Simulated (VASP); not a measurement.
# BaO (Fm-3m) in VASP: notebook

Runs on BaO. Level: PBE. Tasks: relaxation of cell and atoms, electrostatic potential.

Program: VASP 6.6.1. These are calculated values, not measurements. Logs are shortened: lines on timing, memory, paths and dates and some standing lists are left out, and cuts for length are marked.

### 1 The cell of the first run

The structure is cubic, space group Fm-3m (No. 225). The conventional cell has a = 5.520 Å, b = 5.520 Å, c = 5.520 Å, α = 90.00°, β = 90.00°, γ = 90.00°. Ba (site symmetry m-3m) has 6 O at 2.76 Å within 3.6 Å. O (site symmetry m-3m) has 6 Ba at 2.76 Å within 3.6 Å.

### 2 Relaxation of cell and atoms, PBE

INCAR reads:

```
SYSTEM = BaO
ALGO     = Fast           ! electronic algorithm
EDIFF    = 1E-7           ! SCF threshold, eV
EDIFFG   = -0.005         ! ionic threshold
ENCUT    = 600            ! plane-wave cutoff, eV
GGA      = PE             ! functional
IBRION   = 2              ! ionic algorithm
ISIF     = 3              ! what is computed and relaxed
ISMEAR   = 0              ! smearing method
KPAR     = 4            
LASPH    = .True.         ! aspherical terms in the spheres
LCHARG   = .False.        ! write CHGCAR
LREAL    = .False.        ! projectors in reciprocal space
LWAVE    = .False.        ! write WAVECAR
NELM     = 120            ! most SCF steps
NSW      = 60             ! ionic steps
PREC     = Accurate       ! precision mode
SIGMA    = 0.02           ! smearing width, eV
```

KPOINTS reads:

```
k-points
0
Gamma
  8 8 8
  0 0 0
```

POSCAR reads:

```
BaO
1.0
    0.0000000000      2.7600000000      2.7600000000
    2.7600000000      0.0000000000      2.7600000000
    2.7600000000      2.7600000000      0.0000000000
Ba O
1 1
Direct
    0.0000000000      0.0000000000      0.0000000000
    0.5000000000      0.5000000000      0.5000000000
```

Potentials or basis: VASP PAW PBE potentials, release 64 (Ba_sv, O).

Command:

```sh
$ cat potpaw_PBE.64/Ba_sv/POTCAR potpaw_PBE.64/O/POTCAR > POTCAR
$ mpirun -np 4 vasp_std > vasp.out
```

OUTCAR:

```text
SYSTEM = BaO
   EDIFF = 1E-7
   EDIFFG = -0.005
   ENCUT = 600
   GGA = PE
   IBRION = 2
   ISIF = 3
   ISMEAR = 0
   LASPH = .True.
   LREAL = .False.
   NELM = 120
   NSW = 60
   PREC = Accurate

 ion  position               nearest neighbor table
   1  0.000  0.000  0.000-   2 2.76   2 2.76   2 2.76   2 2.76   2 2.76   2 2.76
   2  0.500  0.500  0.500-   1 2.76   1 2.76   1 2.76   1 2.76   1 2.76   1 2.76

  LATTYP: Found a face centered cubic cell.
 ALAT       =     5.5200000000

  Lattice vectors:

 A1 = (   0.0000000000,   2.7600000000,   2.7600000000)
 A2 = (   2.7600000000,   0.0000000000,   2.7600000000)
 A3 = (   2.7600000000,   2.7600000000,   0.0000000000)

Analysis of symmetry for initial positions (statically):
=====================================================================
 Subroutine PRICEL returns:
 Original cell was already a primitive cell.

 Routine SETGRP: Setting up the symmetry group for a
 face centered cubic supercell.

 Subroutine GETGRP returns: Found 48 space group operations
 (whereof 48 operations were pure point group operations)
 out of a pool of 48 trial point group operations.

The static configuration has the point symmetry O_h .

Analysis of symmetry for dynamics (positions and initial velocities):
=====================================================================
 Subroutine PRICEL returns:
 Original cell was already a primitive cell.

 Routine SETGRP: Setting up the symmetry group for a
 face centered cubic supercell.

 Subroutine GETGRP returns: Found 48 space group operations
 (whereof 48 operations were pure point group operations)
 out of a pool of 48 trial point group operations.

The dynamic configuration has the point symmetry O_h .

 Subroutine INISYM returns: Found 48 space group operations
 (whereof 48 operations are pure point group operations),
 and found     1 'primitive' translations

----------------------------------------------------------------------------------------

                                     Primitive cell

  volume of cell :      42.0492

  direct lattice vectors                    reciprocal lattice vectors
     0.000000000  2.760000000  2.760000000    -0.181159420  0.181159420  0.181159420
     2.760000000  0.000000000  2.760000000     0.181159420 -0.181159420  0.181159420
     2.760000000  2.760000000  0.000000000     0.181159420  0.181159420 -0.181159420

[... 98 lines left out ...]
   ISMEAR =     0;   SIGMA  =   0.02  broadening in eV -4-tet -1-fermi 0-gaus
   EFERMI_NEDOS =   21; number of points for ismear=-14 and -15
   IALGO  =     68    algorithm
   IMIX   =      4    mixing-type and parameters
     AMIX     =   0.40;   BMIX     =  1.00
     AMIX_MAG =   1.60;   BMIX_MAG =  1.00
  volume/ion in A,a.u.               =      21.02       141.88
  Fermi-wavevector in a.u.,A,eV,Ry     =   1.186303  2.241788 19.147691  1.407316
  Thomas-Fermi vector in A             =   2.322479
   LORBIT       =      0    0 simple, 1 ext, 2 COOP (PROOUT), +10 PAW based schemes
   GGA     = PE    functional components
   LHFCALC =     F    Hartree Fock is set to
   AEXX    =    0.0000 exact exchange contribution
   IVDW    =     0    specifies the selected vdW correction
   LEPSILON=     F    determine dielectric tensor
   LRPA    =     F    only Hartree local field effects (RPA)
 conjugate gradient relaxation of ions
 non-spin polarized calculation
 RMM-DIIS sequential band-by-band and
 Gauss-broadening in eV      SIGMA  =   0.02
  energy-cutoff  :      600.00
  volume of cell :       42.05
 maximum number of plane-waves:      1424
   NGX = 15   NGY = 15   NGZ = 15

--------------------------------------- Ionic step        1  -------------------------------------------

 number of electron      15.9999998 magnetization

 Free energy of the ion-electron system (eV)
  ---------------------------------------------------
  ext. energy  EPLUGINS =         0.00000000
  ---------------------------------------------------
  free energy    TOTEN  =       -11.78487226 eV

  energy without entropy =      -11.78487226  energy(sigma->0) =      -11.78487226

------------------------ aborting loop because EDIFF is reached ----------------------------------------

  FORCE on cell =-STRESS in cart. coord.  units (eV):
  Direction    XX          YY          ZZ          XY          YZ          ZX
  --------------------------------------------------------------------------------------
  -------------------------------------------------------------------------------------
  Total        1.0078856      1.0078856      1.0078856      0.0000000     -0.0000000     -0.0000000
  in kB       38.4029497     38.4029497     38.4029497      0.0000000     -0.0000000     -0.0000000
  external PRESSURE =      38.4029497 kB  Pullay stress =       0.0000000 kB
[... 59 lines left out ...]
--------------------------------------- Ionic step        3  -------------------------------------------

 number of electron      16.0000004 magnetization

 Free energy of the ion-electron system (eV)
  ---------------------------------------------------
  ext. energy  EPLUGINS =         0.00000000
  ---------------------------------------------------
  free energy    TOTEN  =       -11.80965704 eV

  energy without entropy =      -11.80965704  energy(sigma->0) =      -11.80965704

 E-fermi :   1.7498     XC(G=0):  -9.4366

 val. band max:        1.6048444927   @ k =   0.5000   0.5000   0.0000
 cond. band min:       3.7073690617   @ k =   0.5000   0.5000   0.0000
 fundamental gap:      2.1025245690
 Fermi energy:         1.7498370010

 k-point     1 :       0.0000    0.0000    0.0000
  band No.  band energies     occupation
      1     -24.3127      2.00000
      2     -13.2949      2.00000
      3      -8.8982      2.00000
      4      -8.8982      2.00000
      5      -8.8982      2.00000
      6       1.3630      2.00000
      7       1.3630      2.00000
      8       1.3630      2.00000
      9       4.9846      0.00000
     10       6.3060      0.00000
     11       6.3060      0.00000
     12       6.3060      0.00000
[... 331 lines left out ...]
 k-point    24 :      -0.3750    0.2500    0.1250
  band No.  band energies     occupation
      1     -24.0662      2.00000
      2     -13.7760      2.00000
      3      -9.4533      2.00000
      4      -9.4482      2.00000
      5      -9.0040      2.00000
      6       0.2195      2.00000
      7       0.7749      2.00000
      8       0.8465      2.00000
      9       6.4296      0.00000
     10       7.0203      0.00000
     11       9.2269      0.00000
     12       9.3202      0.00000

 [... further k-points ...]
[... 5 lines left out ...]
  --------------------------------------------------------------------------------------
  -------------------------------------------------------------------------------------
  Total       -0.0007098     -0.0007098     -0.0007098      0.0000000     -0.0000000     -0.0000000
  in kB       -0.0257212     -0.0257212     -0.0257212      0.0000000     -0.0000000     -0.0000000
  external PRESSURE =      -0.0257212 kB  Pullay stress =       0.0000000 kB
[... 17 lines left out ...]
  FREE ENERGIE OF THE ION-ELECTRON SYSTEM (eV)
  ---------------------------------------------------
  free  energy   TOTEN  =       -11.8096570423 eV

  energy  without entropy=      -11.8096570423  energy(sigma->0) =      -11.80965704

 reached required accuracy - stopping structural energy minimisation
```

OSZICAR:

```text
N       E                     dE             d eps       ncg     rms          rms(c)
DAV:   1     0.955278300855E+02    0.95528E+02   -0.85765E+03   696   0.137E+03
DAV:   2    -0.984737767717E+01   -0.10538E+03   -0.96226E+02  1068   0.243E+02
DAV:   3    -0.143381766715E+02   -0.44908E+01   -0.44566E+01   900   0.540E+01
DAV:   4    -0.144058396607E+02   -0.67663E-01   -0.67641E-01   872   0.655E+00
[... 43 lines left out ...]
RMM:   8    -0.118096565889E+02    0.32532E-05   -0.47943E-05   796   0.558E-02    0.620E-03
RMM:   9    -0.118096560812E+02    0.50766E-06   -0.14022E-05   871   0.215E-02    0.384E-03
RMM:  10    -0.118096567205E+02   -0.63927E-06   -0.50587E-06   798   0.178E-02    0.123E-03
RMM:  11    -0.118096569518E+02   -0.23134E-06   -0.16274E-06   724   0.604E-03    0.907E-04
RMM:  12    -0.118096570423E+02   -0.90518E-07   -0.44941E-07   559   0.320E-03
   3 F= -.11809657E+02 E0= -.11809657E+02  d E =-.247848E-01
```

Run time: 21 s. Hardware: 4 MPI ranks of Intel Xeon 6975P-C (Granite Rapids), shared host; peak memory 0.18 GiB.

What came out:

```yaml
Free_energy: -11.8097 eV
Relaxed_volume: 22.11 Å³/atom
Relaxed_cell: a = 3.969 Å, b = 3.969 Å, c = 3.969 Å, α = 60.00°, β = 60.00°, γ = 60.00°
Space_group_after_relaxing_to_0.1_Å: Fm-3m (No. 225)
Energy_gained_by_relaxing: 12.4 meV/atom
Ionic_steps: 3
Pressure_after_relaxing: 0.0 GPa
Band_gap_on_the_k_mesh: 2.10 eV
```

The path:
| step | energy change (eV) | largest force (eV/Å) | pressure (GPa) | volume (Å³) |
| --- | --- | --- | --- | --- |
| 1 | 0.0000 | 0.0000 | 3.84 | 42.05 |
| 2 | -0.0204 | 0.0000 | -1.40 | 45.19 |
| 3 | -0.0248 | 0.0000 | 0.00 | 44.22 |

Final structure:
```yaml
crystal:
  lattice:
    - [0.00000, 2.80661, 2.80661]
    - [2.80661, 0.00000, 2.80661]
    - [2.80661, 2.80661, 0.00000]
  atoms:
    - { symbol: Ba, position: [0.00000, 0.00000, 0.00000] }
    - { symbol: O, position: [0.50000, 0.50000, 0.50000] }
```

Levels at points of the mesh, in eV from the valence-band top:
```tsv
k point	band 4	band 5	band 6	band 7	band 8	band 9	band 10	band 11	band 12
(0.00, 0.00, 0.00)	-10.50	-10.50	-0.24	-0.24	-0.24	3.38	4.70	4.70	4.70
(0.50, 0.00, 0.00)	-10.61	-10.61	-1.84	-1.30	-1.30	4.88	7.04	7.04	7.97
(0.50, 0.50, 0.00)	-11.02	-11.02	-0.10	-0.10	0.00	2.10	5.82	8.71	9.15
```

Caveat: spin-orbit coupling is left out, which moves the levels of the heavy elements. A k mesh can miss the band edges.

### 3 Electrostatic potential, PBE

This run uses another cell than the first one, of 22.11 Å³/atom.

INCAR reads:

```
PREC = Accurate
ENCUT = 520
EDIFF = 1E-7
ISMEAR = 0
SIGMA = 0.02
LREAL = False
LASPH = True
NELM = 60
ALGO = Fast
ISIF = 2
LWAVE = False
LCHARG = True
GGA = PE
LVHAR = True
KPAR = 4
```

KPOINTS reads:

```
Automatic mesh
0
Gamma
  8 8 8
```

POSCAR reads:

```
BaO                                     
1.0
    0.0000000000      2.8066082545      2.8066082545
    2.8066082545     -0.0000000000      2.8066082545
    2.8066082545      2.8066082545     -0.0000000000
  Ba              O             
     1     1
Direct
     0.0000000000000000    0.0000000000000000    0.0000000000000000
     0.5000000000000000    0.5000000000000000    0.5000000000000000
```

Potentials or basis: VASP PAW PBE potentials, release 64 (Ba_sv, O).

Command:

```sh
$ cat potpaw_PBE.64/Ba_sv/POTCAR potpaw_PBE.64/O/POTCAR > POTCAR
$ mpirun -np 4 vasp_std > vasp.out
```

It took 9.3 s on 4 MPI ranks of Intel Xeon 6975P-C (Granite Rapids), shared host; peak memory 0.16 GiB.

The run converged. Its results:

```yaml
Free_energy: -11.8097 eV
Pressure: 0.1 GPa
Band_gap_on_the_k_mesh: 2.10 eV
```

Levels at points of the mesh, in eV from the valence-band top:
```tsv
k point	band 4	band 5	band 6	band 7	band 8	band 9	band 10	band 11	band 12
(0.00, 0.00, 0.00)	-10.50	-10.50	-0.24	-0.24	-0.24	3.38	4.70	4.70	4.70
(0.50, 0.00, 0.00)	-10.61	-10.61	-1.84	-1.30	-1.30	4.88	7.04	7.04	7.96
(0.50, 0.50, 0.00)	-11.02	-11.02	-0.10	-0.10	0.00	2.10	5.82	8.71	9.15
```

Caveat: spin-orbit coupling is left out, which moves the levels of the heavy elements. A k mesh can miss the band edges.

### 4 Electrostatic potential, PBE, non-collinear spin, zero start, spin-orbit coupling

This run uses another cell than the first one, of 22.11 Å³/atom.

Changes to INCAR since step 3:

```diff
@@ -12,2 +12,6 @@
 LCHARG = True
+MAGMOM = 0 0 0 0 0 0
+LORBIT = 11
+LSORBIT = True
+GGA_COMPAT = False
 GGA = PE
```

KPOINTS is that of step 3.

POSCAR is that of step 3.

Command:

```sh
$ cat potpaw_PBE.64/Ba_sv/POTCAR potpaw_PBE.64/O/POTCAR > POTCAR
$ mpirun -np 4 vasp_ncl > vasp.out
```

Wall time 35 s (4 MPI ranks of Intel Xeon 6975P-C (Granite Rapids), shared host); peak memory 0.3 GiB.

Results (log left out):

| Property | Result |
| --- | --- |
| Free energy | -12.0047 eV |
| Pressure | 0.0 GPa |
| Net moment | 0.00 μB per cell |
| Valence electrons inside the program's atomic spheres | Ba 7.95; O 4.92 |

Moments on the atoms (μB; x, y, z):
```
Ba  0.00 0.00 0.00
O   0.00 0.00 0.00
```

### 5 Summary

```tsv
task	spin	cell	cutoff (eV)	gap on the mesh (eV)	pressure (GPa)
relaxation of cell and atoms	off	relaxed from a = 3.903 Å, angles 60.0°, 2 atoms	600	2.10	0.0
electrostatic potential	off	a = 3.969 Å, angles 60.0°, 2 atoms	520	2.10	0.1
electrostatic potential	non-collinear, zero start, SOC	a = 3.969 Å, angles 60.0°, 2 atoms	520	-	0.0
```

Alike in all rows: level PBE; potentials or basis VASP PAW PBE potentials, release 64 (Ba_sv, O); k mesh 8 × 8 × 8; smearing gaussian 0.02 eV.

Caveats: spin-orbit coupling is left out, which moves the levels of the heavy elements (at least some runs).

Absolute energies hang on the potentials; compare differences alone.
